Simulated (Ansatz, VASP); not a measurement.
**HfC in VASP and in Ansatz**

The input INCAR:

```
SYSTEM = HfC
PREC = Accurate
ENCUT = 520
EDIFF = 1E-6
ISMEAR = 0
SIGMA = 0.05
LREAL = .FALSE.
LASPH = .TRUE.
NELM = 100
ALGO = Normal
ISIF = 2
LWAVE = .FALSE.
LCHARG = .TRUE.
GGA = PE
LELF = .TRUE.
LVHAR = .TRUE.
NBANDS = 14
```

File KPOINTS:

```
regular mesh
0
G
  12 12 12
  0 0 0
```

The input POSCAR:

```
HfC
1.0
    0.0000000000      2.6035211416      2.6035211416
    2.6035211416      0.0000000000      2.6035211416
    2.6035211416      2.6035211416      0.0000000000
Hf C
1 1
Direct
    0.0000000000      0.0000000000      0.0000000000
    0.2500000000      0.2500000000      0.2500000000
```

Input for Ansatz:

```yaml
crystal:
  lattice:
    - [0.0, 2.6035211416, 2.6035211416]
    - [2.6035211416, 0.0, 2.6035211416]
    - [2.6035211416, 2.6035211416, 0.0]
  atoms:
    - { symbol: Hf, position: [0.0, 0.0, 0.0] }
    - { symbol: C, position: [0.25, 0.25, 0.25] }
basis:
  ecutwfc: 420
  ecutrho_ratio: 4
kpoints:
  mp_grid: { grid: [12, 12, 12] }
hamiltonian:
  xc: pbe
scf:
  occupations: { method: gaussian, width: 0.05 }
output:
  forces: true
  stress: true
  eigenvalues: true
```

Alike in both runs: task single point; functional PBE; k mesh 12 × 12 × 12; occupations gaussian, width 0.05 eV; no spin polarisation.

|  | VASP | Ansatz |
| --- | --- | --- |
| version | VASP 6.6.1 | Ansatz 0.2.0 |
| potentials or method | VASP PAW PBE potentials, release 64 (Hf_pv, C), cutoff 520 eV | scalar-relativistic, plane waves, PAW |
| valence electrons in the cell | 14 | 30 |

Ansatz gave:

| Property | Result |
| --- | --- |
| gap on the k mesh at the Fermi level (eV) | 0.44 |
| least direct gap on the mesh (eV) | 0.44 |
| pressure (GPa) | -12.4 |

Question: Estimate VASP's values.

Answer: gap on the k mesh at the Fermi level (eV): 0.44; least direct gap on the mesh (eV): 0.44; pressure (GPa): -12.9.

The functional is the same, so the differences come from potentials, cutoffs and numerics. VASP's potentials hold 14 valence electrons a cell and Ansatz's 30, so a difference there can come from the potentials and not from the codes.

Neither program's run includes spin-orbit coupling.
